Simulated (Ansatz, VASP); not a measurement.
**NbH in VASP and in Ansatz**

Contents of POSCAR:

```
NbH
1.0
   -1.5797220593      1.5797220593      1.9506622811
    1.5797220593     -1.5797220593      1.9506622811
    1.5797220593      1.5797220593     -1.9506622811
Nb H
1 1
Direct
    0.0000000000      0.0000000000      0.0000000000
    0.5000000000      0.5000000000      0.0000000000
```

INCAR.step1

```
SYSTEM = NbH
  PREC = Accurate
  ENCUT = 520
  ISMEAR = -1
  SIGMA = 0.1
  LREAL = .False.
  LASPH = .True.
  NELM = 60
  NBANDS = 14
  GGA = PE
  ALGO = Normal
  EDIFF = 1E-4
  LWAVE = .True.
  LCHARG = .False.
```

File INCAR.step2:

```
SYSTEM = NbH
  PREC = Accurate
  ENCUT = 520
  EDIFF = 1E-6
  ISMEAR = -1
  SIGMA = 0.1
  LREAL = .False.
  LASPH = .True.
  NELM = 60
  ALGO = Normal
  ISIF = 2
  LWAVE = .False.
  LCHARG = .False.
  METAGGA = R2SCAN
  LMIXTAU = .True.
  NBANDS = 14
  ISTART = 1
```

File KPOINTS:

```
regular mesh
0
Gamma
  10 10 10
  0 0 0
```

Input for Ansatz:

```yaml
crystal:
  lattice:
    - [-1.5797220592813248, 1.5797220592813248, 1.950662281142572]
    - [1.5797220592813248, -1.5797220592813248, 1.950662281142572]
    - [1.5797220592813248, 1.5797220592813248, -1.950662281142572]
  atoms:
    - { symbol: Nb, position: [0.0, 0.0, 0.0] }
    - { symbol: H, position: [0.5, 0.5, 0.0] }
basis:
  ecutwfc: 600.0
kpoints:
  mp_grid:
    grid: [10, 10, 10]
hamiltonian:
  xc: r2scan
  pseudopotentials:
    kind: paw
scf:
  occupations:
    method: fermi_dirac
    width: 0.1
output:
  stress: true
```

Alike in both runs: task single point; functional r2SCAN; k mesh 10 × 10 × 10; occupations fermi-dirac, width 0.1 eV; no spin polarisation.

|  | VASP | Ansatz |
| --- | --- | --- |
| version | VASP 6.6.1 | Ansatz 0.2.0 |
| potentials or method | VASP PAW PBE potentials, release 64 (Nb_sv, H), cutoff 520 eV | plane waves, PAW |
| valence electrons in the cell | 14 | 14 |

```tsv
	VASP	Ansatz	Ansatz less VASP
pressure (GPa)	6.4	6.7	+0.31
traceless stress, the component that is largest in VASP (GPa)	-0.12	-0.19	-0.074
```

VASP's potentials were made for PBE, not for r2SCAN.
